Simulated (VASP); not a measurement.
# Cu (Fm-3m) in VASP: further runs

Runs on Cu. Level: LDA. Tasks: single point.

All numbers are computed with VASP 6.6.1; they aren't measurements. Logs are shortened: lines on timing, memory, paths and dates and some standing lists are left out, and cuts for length are marked.

## (1) The cell of the first run

The structure is cubic, space group Fm-3m (No. 225). The conventional cell has a = 3.518 Å, b = 3.518 Å, c = 3.518 Å, α = 90.00°, β = 90.00°, γ = 90.00°. Within 3.3 Å of Cu (site symmetry m-3m) lie 12 Cu at 2.49 Å.

## (2) Single point, LDA

INCAR reads:

```
PREC = Accurate
ENCUT = 520
EDIFF = 1E-6
ISMEAR = -1
SIGMA = 0.1
LREAL = False
LASPH = True
NELM = 60
ALGO = Normal
ISIF = 2
LWAVE = False
LCHARG = False
GGA = CA
NBANDS = 12
```

KPOINTS reads:

```
regular mesh
0
Gamma
  15 15 15
```

POSCAR reads:

```
Cu
1.0
    0.0000000000      1.7588202533      1.7588202533
    1.7588202533      0.0000000000      1.7588202533
    1.7588202533      1.7588202533      0.0000000000
Cu
1
Direct
    0.0000000000      0.0000000000      0.0000000000
```

Potentials or basis: VASP PAW LDA potentials, release 64 (Cu).

The run is started by

```
$ cat potpaw_LDA.64/Cu/POTCAR > POTCAR
$ mpirun -np 1 vasp_std > vasp.out
```

OUTCAR:

```text
PREC = Accurate
   ENCUT = 520
   EDIFF = 1E-6
   ISMEAR = -1
   LREAL = False
   LASPH = True
   NELM = 60
   ISIF = 2
   GGA = CA

 ion  position               nearest neighbor table
   1  0.000  0.000  0.000-

  LATTYP: Found a face centered cubic cell.
 ALAT       =     3.5176405066

  Lattice vectors:

 A1 = (   0.0000000000,   1.7588202533,   1.7588202533)
 A2 = (   1.7588202533,   0.0000000000,   1.7588202533)
 A3 = (   1.7588202533,   1.7588202533,   0.0000000000)

Analysis of symmetry for initial positions (statically):
=====================================================================
 Subroutine PRICEL returns:
 Original cell was already a primitive cell.

 Routine SETGRP: Setting up the symmetry group for a
 face centered cubic supercell.

 Subroutine GETGRP returns: Found 48 space group operations
 (whereof 48 operations were pure point group operations)
 out of a pool of 48 trial point group operations.

The static configuration has the point symmetry O_h .

Analysis of symmetry for dynamics (positions and initial velocities):
=====================================================================
 Subroutine PRICEL returns:
 Original cell was already a primitive cell.

 Routine SETGRP: Setting up the symmetry group for a
 face centered cubic supercell.

 Subroutine GETGRP returns: Found 48 space group operations
 (whereof 48 operations were pure point group operations)
 out of a pool of 48 trial point group operations.

The dynamic configuration has the point symmetry O_h .

 Subroutine INISYM returns: Found 48 space group operations
 (whereof 48 operations are pure point group operations),
 and found     1 'primitive' translations

----------------------------------------------------------------------------------------

                                     Primitive cell

  volume of cell :      10.8816

  direct lattice vectors                    reciprocal lattice vectors
     0.000000000  1.758820253  1.758820253    -0.284281466  0.284281466  0.284281466
     1.758820253  0.000000000  1.758820253     0.284281466 -0.284281466  0.284281466
     1.758820253  1.758820253  0.000000000     0.284281466  0.284281466 -0.284281466

  length of vectors
     2.487347456  2.487347456  2.487347456     0.492389943  0.492389943  0.492389943

  position of ions in fractional coordinates (direct lattice)
     0.000000000  0.000000000  0.000000000

  ion indices of the primitive-cell ions
   primitive index   ion index
                 1           1

----------------------------------------------------------------------------------------

 KPOINTS: regular mesh

Automatic generation of k-mesh.
 Grid dimensions read from file:
 generate k-points for:   15   15   15

 Generating k-lattice:

  Cartesian coordinates                     Fractional coordinates (reciprocal lattice)
    -0.018952098  0.018952098  0.018952098     0.066666667  0.000000000  0.000000000
     0.018952098 -0.018952098  0.018952098     0.000000000  0.066666667  0.000000000
     0.018952098  0.018952098 -0.018952098     0.000000000  0.000000000  0.066666667

  Length of vectors
     0.032825996  0.032825996  0.032825996

  Shift w.r.t. Gamma in fractional coordinates (k-lattice)
     0.000000000  0.000000000  0.000000000

 Subroutine IBZKPT returns following result:
 ===========================================

 Found    120 irreducible k-points:

 Following reciprocal coordinates:
            Coordinates               Weight
  0.000000  0.000000  0.000000      1.000000
  0.066667  0.000000  0.000000      8.000000
  0.133333  0.000000  0.000000      8.000000
  0.200000  0.000000  0.000000      8.000000
  0.266667  0.000000  0.000000      8.000000
  0.333333  0.000000  0.000000      8.000000
[... 16 lines left out ...]
  0.133333  0.133333  0.000000      6.000000
  0.200000  0.133333  0.000000     24.000000
 [... further k-points ...]
   k-points           NKPTS =    120   k-points in BZ     NKDIM =    120   number of bands    NBANDS=     12
   number of dos      NEDOS =    301   number of ions     NIONS =      1
   total plane-waves  NPLWV =   5832
   dimension x,y,z NGX =    18 NGY =   18 NGZ =   18
   dimension x,y,z NGXF=    36 NGYF=   36 NGZF=   36
   ions per type =               1
   NGX,Y,Z   is equivalent  to a cutoff of  12.03, 12.03, 12.03 a.u.
   NGXF,Y,Z  is equivalent  to a cutoff of  24.06, 24.06, 24.06 a.u.
 SYSTEM =  unknown system
   PREC   = accura    normal or accurate (medium, high low for compatibility)
   ISTART =      0    job   : 0-new  1-cont  2-samecut
   ICHARG =      2    charge: 1-file 2-atom 10-const
   ISPIN  =      1    spin polarized calculation?
   LNONCOLLINEAR =      F non collinear calculations
   LSORBIT =      F    spin-orbit coupling
   LASPH  =      T    aspherical Exc in radial PAW
   ENCUT  =  520.0 eV  38.22 Ry    6.18 a.u.   4.62  4.62  4.62*2*pi/ulx,y,z
   NELM   =     60;   NELMIN=  2; NELMDL= -5     # of ELM steps
   EDIFF  = 0.1E-05   stopping-criterion for ELM
   LREAL  =      F    real-space projection
   EDIFFG = 0.1E-04   stopping-criterion for IOM
   NSW    =      0    number of steps for IOM
   IBRION =     -1    ionic relax: 0-MD 1-quasi-New 2-CG
   NFREE  =      0    steps in history (QN), initial steepest desc. (CG)
   ISIF   =      2    stress and relaxation
   ISYM   =      2    0-nonsym 1-usesym 2-fastsym
   POTIM  = 0.5000    time-step for ionic-motion
   TEBEG  =    0.0;   TEEND  =   0.0 temperature during run
   PSTRESS=    0.0 pullay stress
   NELECT =      11.0000    total number of electrons
   NUPDOWN=      -1.0000    fix difference up-down
   EMIN   =  10.00;   EMAX   =-10.00  energy-range for DOS
   EFERMI =   0.00;   METHOD = LEGACY
   ISMEAR =    -1;   SIGMA  =   0.10  broadening in eV -4-tet -1-fermi 0-gaus
   EFERMI_NEDOS =   21; number of points for ismear=-14 and -15
   IALGO  =     38    algorithm
   IMIX   =      4    mixing-type and parameters
     AMIX     =   0.40;   BMIX     =  1.00
     AMIX_MAG =   1.60;   BMIX_MAG =  1.00
  volume/ion in A,a.u.               =      10.88        73.43
  Fermi-wavevector in a.u.,A,eV,Ry     =   1.643013  3.104844 36.728804  2.699491
  Thomas-Fermi vector in A             =   2.733219
   LORBIT       =      0    0 simple, 1 ext, 2 COOP (PROOUT), +10 PAW based schemes
   GGA     = CA    functional components
   LHFCALC =     F    Hartree Fock is set to
   AEXX    =    0.0000 exact exchange contribution
   IVDW    =     0    specifies the selected vdW correction
   LEPSILON=     F    determine dielectric tensor
   LRPA    =     F    only Hartree local field effects (RPA)
 non-spin polarized calculation
  energy-cutoff  :      520.00
  volume of cell :       10.88
 maximum number of plane-waves:       303
   NGX =  9   NGY =  9   NGZ =  9

 number of electron      10.9999994 magnetization

 Free energy of the ion-electron system (eV)
  ---------------------------------------------------
  ext. energy  EPLUGINS =         0.00000000
  ---------------------------------------------------
  free energy    TOTEN  =        -4.71208291 eV

  energy without entropy =       -4.70262765  energy(sigma->0) =       -4.70735528

 E-fermi :   8.4959     XC(G=0): -13.5889

 val. band max:        8.4879359632   @ k =  -0.4667   0.1333   0.0667
 cond. band min:       8.6422796521   @ k =   0.4667   0.2667   0.0000
 fundamental gap:      0.1543436889
 Fermi energy:         8.4959337755

 k-point     1 :       0.0000    0.0000    0.0000
  band No.  band energies     occupation
      1      -1.5787      2.00000
      2       5.0665      2.00000
      3       5.0665      2.00000
      4       5.0665      2.00000
      5       6.0168      2.00000
      6       6.0168      2.00000
      7      31.7374      0.00000
      8      34.8619      0.00000
      9      34.8619      0.00000
     10      34.8619      0.00000
     11      37.4795      0.00000
     12      37.4795      0.00000

 k-point     2 :       0.0667    0.0000    0.0000
  band No.  band energies     occupation
      1      -1.4070      2.00000
      2       5.0273      2.00000
      3       5.1011      2.00000
      4       5.1011      2.00000
      5       6.0030      2.00000
      6       6.0030      2.00000
      7      30.8396      0.00000
      8      33.1134      0.00000
      9      34.3700      0.00000
     10      34.3700      0.00000
     11      38.1965      0.00000
     12      38.1965      0.00000

 k-point     3 :       0.1333    0.0000    0.0000
  band No.  band energies     occupation
      1      -0.9015      2.00000
      2       4.9260      2.00000
      3       5.1840      2.00000
      4       5.1840      2.00000
      5       5.9813      2.00000
      6       5.9813      2.00000
      7      27.6783      0.00000
      8      32.4903      0.00000
      9      33.5543      0.00000
     10      33.5543      0.00000
     11      39.3394      0.00000
     12      39.4981      0.00000
[... 286 lines left out ...]
 k-point    23 :       0.1333    0.1333    0.0000
  band No.  band energies     occupation
      1      -0.6789      2.00000
      2       4.7898      2.00000
      3       5.2950      2.00000
      4       5.2950      2.00000
      5       5.7733      2.00000
      6       6.1186      2.00000
      7      29.9491      0.00000
      8      30.4465      0.00000
      9      30.4465      0.00000
     10      32.2105      0.00000
     11      37.6521      0.00000
     12      41.2078      0.00000

 k-point    24 :       0.2000    0.1333    0.0000
  band No.  band energies     occupation
      1      -0.0878      2.00000
      2       4.6536      2.00000
      3       5.3749      2.00000
      4       5.4057      2.00000
      5       5.7274      2.00000
      6       6.1753      2.00000
      7      26.9157      0.00000
      8      29.3253      0.00000
      9      30.2700      0.00000
     10      32.5020      0.00000
     11      35.8626      0.00000
     12      41.2864      0.00000

 [... further k-points ...]
[... 5 lines left out ...]
  --------------------------------------------------------------------------------------
  -------------------------------------------------------------------------------------
  Total        0.0592859      0.0592859      0.0592859      0.0000000     -0.0000000      0.0000000
  in kB        8.7290627      8.7290627      8.7290627      0.0000000     -0.0000000      0.0000000
  external PRESSURE =       8.7290627 kB  Pullay stress =       0.0000000 kB

 VOLUME and BASIS-vectors are now :
 -----------------------------------------------------------------------------
  energy-cutoff  :      520.00
  volume of cell :       10.88
      direct lattice vectors                 reciprocal lattice vectors
     0.000000000  1.758820253  1.758820253    -0.284281466  0.284281466  0.284281466
     1.758820253  0.000000000  1.758820253     0.284281466 -0.284281466  0.284281466
     1.758820253  1.758820253  0.000000000     0.284281466  0.284281466 -0.284281466

 POSITION                                       TOTAL-FORCE (eV/Angst)
 -----------------------------------------------------------------------------------
      0.00000      0.00000      0.00000         0.000000      0.000000      0.000000
 -----------------------------------------------------------------------------------
    total drift:                                0.000000     -0.000000      0.000000

  FREE ENERGIE OF THE ION-ELECTRON SYSTEM (eV)
  ---------------------------------------------------
  free  energy   TOTEN  =        -4.7120829098 eV

  energy  without entropy=       -4.7026276503  energy(sigma->0) =       -4.70735528
```

It took 11 s on 1 thread of AMD EPYC 7R13 (Zen 3), shared host; peak memory 0.09 GiB.

Results:

```yaml
Free_energy: -4.7121 eV
Pressure: 0.9 GPa
```

## (3) Single point, LDA

INCAR reads:

```
SYSTEM = Cu
ALGO = Normal ; EDIFF = 1E-6
ENCUT = 520 ; ISIF = 2
ISMEAR = -1 ; LASPH = .TRUE.
LCHARG = .FALSE. ; LREAL = .FALSE.
LWAVE = .FALSE. ; NBANDS = 12
NELM = 100 ; PREC = Accurate
SIGMA = 0.1
```

KPOINTS reads:

```
k-points
0
G
  15 15 15
  0 0 0
```

POSCAR is that of step 2.

Potentials or basis: VASP PAW LDA potentials, release 64 (Cu).

The run is started by

```
$ cat potpaw_LDA.64/Cu/POTCAR > POTCAR
$ mpirun -np 1 vasp_std > vasp.out
```

Run time: 10 s. Hardware: 1 thread of AMD EPYC 7R13 (Zen 3), shared host; peak memory 0.09 GiB.

Results (log left out):

| Quantity | Value |
| --- | --- |
| Free energy | -4.7121 eV |
| Pressure | 0.9 GPa |

Levels at points of the mesh, in eV from the Fermi level:
| k point | band 2 | band 3 | band 4 | band 5 | band 6 | band 7 | band 8 | band 9 | band 10 | band 11 |
| --- | --- | --- | --- | --- | --- | --- | --- | --- | --- | --- |
| (0.00, 0.00, 0.00) | -3.43 | -3.43 | -3.43 | -2.48 | -2.48 | 23.24 | 26.37 | 26.37 | 26.37 | 28.98 |

## (4) Single point, LDA

INCAR reads:

```
SYSTEM = Cu
PREC = Accurate
ENCUT = 520
EDIFF = 1E-6
ISMEAR = -1
SIGMA = 0.01
LREAL = .FALSE.
LASPH = .TRUE.
NELM = 100
ALGO = Normal
ISIF = 2
LWAVE = .FALSE.
LCHARG = .TRUE.
LELF = .TRUE.
LVHAR = .TRUE.
NBANDS = 12
```

KPOINTS reads:

```
regular mesh
0
G
  15 15 15
  0 0 0
```

POSCAR is that of step 3.

The run is started by

```
$ cat potpaw_LDA.64/Cu/POTCAR > POTCAR
$ mpirun -np 1 vasp_std > vasp.out
```

It took 12 s on 1 thread of AMD EPYC 7R13 (Zen 3), shared host; peak memory 0.09 GiB.

The run converged. Its results:

```yaml
Free_energy: -4.7071 eV
Pressure: 0.7 GPa
```

Levels at points of the mesh, in eV from the Fermi level:
```csv
k point,band 3,band 4,band 5,band 6,band 7,band 8,band 9,band 10
"(0.00, 0.00, 0.00)",-3.43,-3.43,-2.48,-2.48,23.25,26.37,26.37,26.37
```

## (5) Single point, LDA

INCAR reads:

```
ALGO = Normal ; EDIFF = 1E-6
ENCUT = 520 ; ISIF = 2
ISMEAR = -1 ; LASPH = T
LCHARG = F ; LREAL = F
LWAVE = F ; NBANDS = 12
NELM = 100 ; PREC = Accurate
SIGMA = 0.03
```

KPOINTS reads:

```
k-points
0
Gamma
  15 15 15
```

POSCAR is that of step 4.

The run is started by

```
$ cat potpaw_LDA.64/Cu/POTCAR > POTCAR
$ mpirun -np 1 vasp_std > vasp.out
```

Run time: 11 s. Hardware: 1 thread of AMD EPYC 7R13 (Zen 3), shared host; peak memory 0.09 GiB.

It converged, with:

```
Free energy : -4.7076 eV
Pressure    : 0.7 GPa
```

Levels at points of the mesh, in eV from the Fermi level:
```csv
k point,band 3,band 4,band 5,band 6,band 7,band 8,band 9,band 10
"(0.00, 0.00, 0.00)",-3.44,-3.44,-2.49,-2.49,23.23,26.36,26.36,26.36
```

## (6) Single point, LDA

INCAR reads:

```
SYSTEM = Cu
PREC = Accurate ; ENCUT = 520
EDIFF = 1E-6 ; ISMEAR = -1
SIGMA = 0.2 ; LREAL = .False.
LASPH = .True. ; NELM = 80
ALGO = Normal ; ISIF = 2
LWAVE = .False. ; LCHARG = .False.
GGA = CA ; NBANDS = 12
```

KPOINTS reads:

```
Automatic mesh
0
Gamma
  15 15 15
  0 0 0
```

POSCAR is that of step 5.

Potentials or basis: VASP PAW LDA potentials, release 64 (Cu).

The run is started by

```
$ cat potpaw_LDA.64/Cu/POTCAR > POTCAR
$ mpirun -np 1 vasp_std > vasp.out
```

Run time: 10 s. Hardware: 1 thread of AMD EPYC 7R13 (Zen 3), shared host; peak memory 0.09 GiB.

The run converged. Its results:

```
Free energy : -4.7261 eV
Pressure    : 1.1 GPa
```

Levels at points of the mesh, in eV from the Fermi level:
| k point | band 4 | band 5 | band 6 | band 7 | band 8 | band 9 |
| --- | --- | --- | --- | --- | --- | --- |
| (0.00, 0.00, 0.00) | -3.40 | -2.45 | -2.45 | 23.28 | 26.40 | 26.40 |

## (7) Summary

```tsv
smearing	gap on the mesh (eV)	pressure (GPa)
fermi-dirac 0.1 eV	none	0.9
fermi-dirac 0.01 eV	none	0.7
fermi-dirac 0.03 eV	none	0.7
fermi-dirac 0.2 eV	none	1.1
```

Alike in all rows: task single point; level LDA; potentials or basis VASP PAW LDA potentials, release 64 (Cu); no spin polarisation; cell as given; k mesh 15 × 15 × 15; cutoff (eV) 520.

Every run on the cell as given and a fine mesh finds a metal.

Total energies depend on the potentials used, so only differences within one code and one set of settings carry meaning.
